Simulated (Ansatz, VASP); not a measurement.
**Two plane-wave programs on ZnS**

```xyz
12
Lattice="6.7002 0.0000 0.0000 0.0000 6.7002 0.0000 0.0000 0.0000 6.7002" Properties=species:S:1:pos:R:3 pbc="T T T"
Zn    3.3501    0.0000    5.0252
Zn    5.0252    3.3501    0.0000
Zn    0.0000    5.0252    3.3501
Zn    3.3501    0.0000    1.6751
Zn    1.6751    3.3501    0.0000
Zn    0.0000    1.6751    3.3501
S     0.0000    3.3501    5.0252
S     5.0252    0.0000    3.3501
S     3.3501    5.0252    0.0000
S     0.0000    3.3501    1.6751
S     1.6751    0.0000    3.3501
S     3.3501    1.6751    0.0000
```

Alike in both runs: task single point; functional PBE; k mesh 2 × 2 × 2; occupations gaussian, width 0.1 eV; no spin polarisation.

|  | VASP | Ansatz |
| --- | --- | --- |
| version | VASP 6.6.1 | Ansatz 0.2.0 |
| potentials or method | VASP PAW PBE potentials, release 64 (Zn, S), cutoff 520 eV | scalar-relativistic, plane waves, PAW |
| valence electrons in the cell | 108 | 108 |

|  | VASP | Ansatz | Ansatz less VASP |
| --- | --- | --- | --- |
| gap on the k mesh at the Fermi level (eV) | 1.98 | 1.98 | +0.002 |
| least direct gap on the mesh (eV) | 1.98 | 1.98 | +0.002 |
| pressure (GPa) | 0.2 | 0.1 | -0.12 |

The k mesh is coarse, so the values compare programs but aren't converged.
